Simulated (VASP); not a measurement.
Here is a VASP 6.6.1 calculation.

Contents of INCAR:

```
SYSTEM = Si
  PREC = Accurate
  ENCUT = 520
  EDIFF = 1E-8
  ISMEAR = -1
  SIGMA = 0.08
  LREAL = .FALSE.
  LASPH = .TRUE.
  NELM = 60
  ALGO = Normal
  ISIF = 2
  LWAVE = .FALSE.
  LCHARG = .FALSE.
  LEFG = .TRUE.
  NBANDS = 11
```

Contents of KPOINTS:

```
regular mesh
0
G
  12 12 12
  0 0 0
```

POSCAR

```
Si
1.0
    0.0000000000      2.6600366906      2.6600366906
    2.6600366906      0.0000000000      2.6600366906
    2.6600366906      2.6600366906      0.0000000000
Si
2
Direct
    0.5000000000      0.5000000000      0.5000000000
    0.7500000000      0.7500000000      0.7500000000
```

Potentials or basis: VASP PAW LDA potentials, release 64 (Si).

Run with:

```sh
$ cat potpaw_LDA.64/Si/POTCAR > POTCAR
$ mpirun -np 1 vasp_std > vasp.out
```

**Question.** Estimate the band gap on the k mesh.

**Answer.** 0.36 eV, indirect (least direct gap 2.55 eV).

**Question.** Predict the pressure.

**Answer.** 4.9 GPa.

Caveat: without QUAD_EFG the Cq values of the log hold for a quadrupole moment of 1 mb, not for the nuclei. A k mesh can miss the band edges.
